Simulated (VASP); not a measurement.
A run of VASP 6.6.1:

The input INCAR:

```
PREC = Accurate
ENCUT = 520
EDIFF = 1E-6
ISMEAR = 0
SIGMA = 0.1
LREAL = False
LASPH = True
NELM = 150
ALGO = Normal
ISIF = 2
LWAVE = False
LCHARG = False
ISPIN = 2
MAGMOM = 1 1 2 0 0 0
LORBIT = 11
LMAXMIX = 4
GGA = PE
NBANDS = 38
```

KPOINTS

```
Automatic mesh
0
Gamma
  6 6 4
```

POSCAR

```
Cu2NiO3
1.0
    5.2555166835      0.0000000000      0.0000000000
   -2.6277583417      4.5514109579      0.0000000000
    0.0000000000      0.0000000000      2.6979088576
Cu Ni O
2 1 3
Direct
    0.3333333333      0.6666666667      0.0000000000
    0.6666666667      0.3333333333      0.0000000000
    0.0000000000      0.0000000000      0.0000000000
    0.5000000000      0.0000000000      0.5000000000
    0.0000000000      0.5000000000      0.5000000000
    0.5000000000      0.5000000000      0.5000000000
```

Potentials or basis: VASP PAW PBE potentials, release 64 (Cu, Ni, O).

Command:

```sh
$ cat potpaw_PBE.64/Cu/POTCAR potpaw_PBE.64/Ni/POTCAR potpaw_PBE.64/O/POTCAR > POTCAR
$ mpirun -np 1 vasp_std > vasp.out
```

Hardware: 1 thread of Intel(R) Xeon(R) 6975P-C (Granite Rapids), on a shared host.

**Question.** Estimate the wall time of this run.

**Answer.** Run time: 78 s on 1 thread of Intel(R) Xeon(R) 6975P-C (Granite Rapids), on a shared host, peak memory 0.25 GiB. Counts: scf iterations 25, k points 21.
